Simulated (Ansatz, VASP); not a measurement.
# One calculation of SiO2, two programs

```xyz
6
Lattice="4.2359 0.0000 0.0000 0.0000 4.2359 0.0000 0.0000 0.0000 2.6898" Properties=species:S:1:pos:R:3 pbc="T T T"
Si    2.1179    2.1179    1.3449
Si    0.0000    0.0000    0.0000
O     2.8961    2.9750    0.0000
O     0.7781    3.3788    1.3449
O     1.3398    1.2609    0.0000
O     3.4578    0.8570    1.3449
```

Change from the starting cell: mode 4 frozen in at -0.056 Å, normal strain along y +0.0000.

Alike in both runs: task single point; functional PBE; k mesh 6 × 6 × 8; occupations gaussian, width 0.05 eV; no spin polarisation.

```csv
,VASP,Ansatz
version,VASP 6.6.1,Ansatz 0.2.0
potentials or method,"VASP PAW PBE potentials, release 64 (Si, O), cutoff 520 eV","scalar-relativistic, plane waves, PAW"
valence electrons in the cell,32,32
```

VASP gave:

```
gap on the k mesh at the Fermi level (eV)                     : 5.05
least direct gap on the mesh (eV)                             : 5.05
pressure (GPa)                                                : 0.0
traceless stress, the component that is largest in VASP (GPa) : -2.68
rms of the force components (eV/Å)                            : 0.079
```

Estimate Ansatz's values.

gap on the k mesh at the Fermi level (eV): 5.07; least direct gap on the mesh (eV): 5.07; pressure (GPa): -0.3; traceless stress, the component that is largest in VASP (GPa): -2.44; rms of the force components (eV/Å): 0.078.

Atom by atom the forces differ by 0.009 eV/Å (rms over components).
